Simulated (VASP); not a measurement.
A run of VASP 6.6.1 is set up as follows.

Contents of INCAR:

```
SYSTEM = Ti
PREC = Accurate ; ENCUT = 520
EDIFF = 1E-7 ; ISMEAR = 0
SIGMA = 0.015 ; LREAL = .False.
LASPH = .True. ; NELM = 100
ALGO = Normal ; ISIF = 2
LWAVE = .False. ; LCHARG = .True.
GGA = PE ; LELF = .True.
LVHAR = .True. ; NBANDS = 19
```

The input KPOINTS:

```
regular mesh
0
Gamma
  10 10 6
  0 0 0
```

File POSCAR:

```
Ti
1.0
    2.9500000000      0.0000000000      0.0000000000
   -1.4750000000      2.5547749412      0.0000000000
    0.0000000000      0.0000000000      4.6800000000
Ti
2
Direct
    0.6666666667      0.3333333333      0.7500000000
    0.3333333333      0.6666666667      0.2500000000
```

Potentials or basis: VASP PAW PBE potentials, release 64 (Ti_sv).

Run with:

```console
$ cat potpaw_PBE.64/Ti_sv/POTCAR > POTCAR
$ mpirun -np 1 vasp_std > vasp.out
```

Problem. Estimate the pressure.

Solution. -1.7 GPa.

Problem. Predict the band gap on the k mesh.

Solution. Zero (band 12 reaches 8.94 eV, above the bottom of band 13 at 7.94 eV).

Stress tensor (GPa, compression positive):
```
-1.59  0.00  0.00
 0.00 -1.59  0.00
 0.00  0.00 -1.87
```
